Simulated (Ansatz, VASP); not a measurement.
# Two plane-wave programs on Cs3Pt

The input POSCAR:

```
Cs3Pt
1.0
    5.7776530000      0.0000000000      0.0000000000
    0.0000000000      5.7776530000      0.0000000000
    0.0000000000      0.0000000000      5.7776530000
Cs Pt
3 1
Direct
    0.0000000000      0.0000000000      0.5000000000
    0.0000000000      0.5000000000      0.0000000000
    0.5000000000      0.0000000000      0.0000000000
    0.5000000000      0.5000000000      0.5000000000
```

File INCAR.step1:

```
SYSTEM = Cs3Pt
ALGO = Normal
EDIFF = 1E-4
ENCUT = 520
GGA = PE
ISMEAR = 1
LASPH = .True.
LCHARG = .False.
LREAL = .False.
LWAVE = .True.
NBANDS = 26
NELM = 60
PREC = Accurate
SIGMA = 0.05
```

Contents of INCAR.step2:

```
SYSTEM = Cs3Pt
ALGO = Normal
EDIFF = 1E-6
ENCUT = 520
ISIF = 2
ISMEAR = 1
ISTART = 1
LASPH = .True.
LCHARG = .True.
LELF = .True.
LMIXTAU = .True.
LREAL = .False.
LVHAR = .True.
LWAVE = .False.
METAGGA = R2SCAN
NBANDS = 26
NELM = 60
PREC = Accurate
SIGMA = 0.05
```

KPOINTS

```
k-points
0
Gamma
  3 3 3
  0 0 0
```

Input for Ansatz:

```yaml
crystal:
  lattice:
    - [5.777653, 0.0, 0.0]
    - [0.0, 5.777653, 0.0]
    - [0.0, 0.0, 5.777653]
  atoms:
    - { symbol: Cs, position: [0.0, 0.0, 0.5] }
    - { symbol: Cs, position: [0.0, 0.5, 0.0] }
    - { symbol: Cs, position: [0.5, 0.0, 0.0] }
    - { symbol: Pt, position: [0.5, 0.5, 0.5] }
basis:
  ecutwfc: 630.0
  xc_grid: 2
kpoints:
  mp_grid:
    grid: [3, 3, 3]
hamiltonian:
  xc: r2scan
scf:
  max_iter: 80
  occupations:
    method: cold
    width: 0.05
output:
  stress: true
```

Alike in both runs: task single point; functional r2SCAN; k mesh 3 × 3 × 3; no spin polarisation.

```csv
,VASP,Ansatz
version,VASP 6.6.1,Ansatz 0.2.0
potentials or method,"VASP PAW PBE potentials, release 64 (Cs_sv, Pt), cutoff 520 eV","plane waves, PAW"
occupations,"methfessel-paxton of order 1, width 0.05 eV","cold, width 0.05 eV"
valence electrons in the cell,37,45
```

```csv
,VASP,Ansatz,Ansatz less VASP
pressure (GPa),-0.6,-0.6,-0.05
```

VASP's potentials were made for PBE, not for r2SCAN. VASP's potentials hold 37 valence electrons a cell and Ansatz's 45, so a difference there can come from the potentials and not from the codes.

The k mesh is coarse, so the values compare programs but aren't converged. Spin-orbit coupling is off throughout.
